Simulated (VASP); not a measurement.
Input of a VASP 6.6.1 run:

POSCAR

```
AlN
1.0
    0.0000000000      2.0777033338      2.0777033338
    2.0777033338      0.0000000000      2.0777033338
    2.0777033338      2.0777033338      0.0000000000
Al N
1 1
Direct
    0.5000000000      0.5000000000      0.5000000000
    0.0000000000      0.0000000000      0.0000000000
```

File INCAR.step1:

```
SYSTEM = AlN
  PREC = Accurate
  ENCUT = 660
  ISMEAR = 0
  SIGMA = 0.02
  LREAL = .False.
  LASPH = .True.
  NELM = 120
  NBANDS = 11
  GGA = PE
  ALGO = Normal
  EDIFF = 1E-5
  LWAVE = .True.
  LCHARG = .False.
  GGA_COMPAT = .False.
```

INCAR.step2

```
SYSTEM = AlN
  PREC = Accurate
  ENCUT = 660
  EDIFF = 1E-6
  ISMEAR = 0
  SIGMA = 0.02
  LREAL = .False.
  LASPH = .True.
  NELM = 120
  ALGO = Normal
  ISIF = 2
  LWAVE = .False.
  LCHARG = .False.
  METAGGA = R2SCAN
  LMIXTAU = .True.
  NBANDS = 11
  ISTART = 1
  GGA_COMPAT = .False.
```

File KPOINTS:

```
Automatic mesh
0
Gamma
  10 10 10
  0 0 0
```

Potentials or basis: VASP PAW PBE potentials, release 64 (Al, N).

Command:

```sh
$ cat potpaw_PBE.64/Al/POTCAR potpaw_PBE.64/N/POTCAR > POTCAR
$ cp INCAR.step1 INCAR
$ mpirun -np 1 vasp_std > vasp.out
$ cp INCAR.step2 INCAR
$ mpirun -np 1 vasp_std > vasp.out
```

Problem. Estimate the pressure.

Solution. -20.8 GPa.

Problem. Estimate the band gap on the k mesh.

Solution. 4.68 eV (least direct gap 5.33 eV).

Caveat: the cell stands under tension; the PAW data sets were made with another functional, which shifts forces and pressure a little. A k mesh can miss the band edges.
